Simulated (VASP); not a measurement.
A run of VASP 6.6.1 is set up as follows.

Contents of INCAR:

```
SYSTEM = GaN
PREC = Accurate ; ENCUT = 520
EDIFF = 1E-6 ; ISMEAR = 0
SIGMA = 0.01 ; LREAL = .FALSE.
LASPH = .TRUE. ; NELM = 80
ALGO = Normal ; ISIF = 2
LWAVE = .FALSE. ; LCHARG = .FALSE.
GGA = CA ; NBANDS = 16
```

KPOINTS

```
Automatic mesh
0
G
  8 8 8
  0 0 0
```

POSCAR

```
GaN
1.0
    0.0000000000      2.0431499495      2.0431499495
    2.0431499495      0.0000000000      2.0431499495
    2.0431499495      2.0431499495      0.0000000000
Ga N
1 1
Direct
    0.0000000000      0.0000000000      0.0000000000
    0.5000000000      0.5000000000      0.5000000000
```

Potentials or basis: VASP PAW LDA potentials, release 64 (Ga_d, N).

Command:

```bash
$ cat potpaw_LDA.64/Ga_d/POTCAR potpaw_LDA.64/N/POTCAR > POTCAR
$ mpirun -np 1 vasp_std > vasp.out
```

Q: Estimate the band gap on the k mesh.

A: 1.10 eV (least direct gap 4.19 eV).

Q: Estimate the pressure.

A: 21.9 GPa.

Caveat: the cell stands under pressure. A k mesh can miss the band edges.
